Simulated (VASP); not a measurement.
The system is Os.

```xyz
2
Lattice="2.7528 0.0000 0.0000 -1.3764 2.3840 0.0000 0.0000 0.0000 4.3509" Properties=species:S:1:pos:R:3 pbc="T T T"
Os    0.0000    1.5893    1.0877
Os    1.3764    0.7947    3.2631
```

```yaml
Program: VASP 6.6.1
Task: relaxation of cell and atoms
Functional: PBE
Dispersion: D3(BJ)
Potentials_or_basis: VASP PAW PBE potentials, release 64 (Os)
Cutoff: 600 eV
k_mesh: 18 × 18 × 10
Occupations: gaussian, width 0.1 eV
Spin: no spin polarisation
```

At the start: pressure -7.4 GPa; volume 14.28 Å³/atom.

Q: How do energy, volume and symmetry change on relaxing?

A: Over 13 steps the energy falls by 6.1 meV/atom and the volume is 14.02 Å³/atom (-1.8 %); space group P6_3/mmc (No. 194, to 0.1 Å) before and after.

Step by step:
```
step  energy change (eV)  largest force (eV/Å)  pressure (GPa)  volume (Å³)
   1              0.0000                0.0000           -7.44        28.55
   2              0.2429                0.0000           41.31        25.90
   3             -0.0122                0.0000           -0.27        28.06
   4             -0.0122                0.0000           -0.04        28.04
   5             -0.0122                0.0000            0.13        28.03
   6             -0.0122                0.0000           -0.51        28.07
   7             -0.0122                0.0000           -0.07        28.04
   8             -0.0122                0.0000           -0.08        28.05
   9             -0.0122                0.0000           -0.19        28.05
  10             -0.0122                0.0000           -0.11        28.05
  11             -0.0122                0.0000           -0.10        28.05
  12             -0.0122                0.0000            0.19        28.03
  13             -0.0122                0.0000           -0.02        28.04
```

Final structure:
```
CELL_PARAMETERS angstrom
2.73552 0.00000 0.00000
-1.36776 2.36903 0.00000
0.00000 0.00000 4.32667
ATOMIC_POSITIONS crystal
Os 0.33333 0.66667 0.25000
Os 0.66667 0.33333 0.75000
```
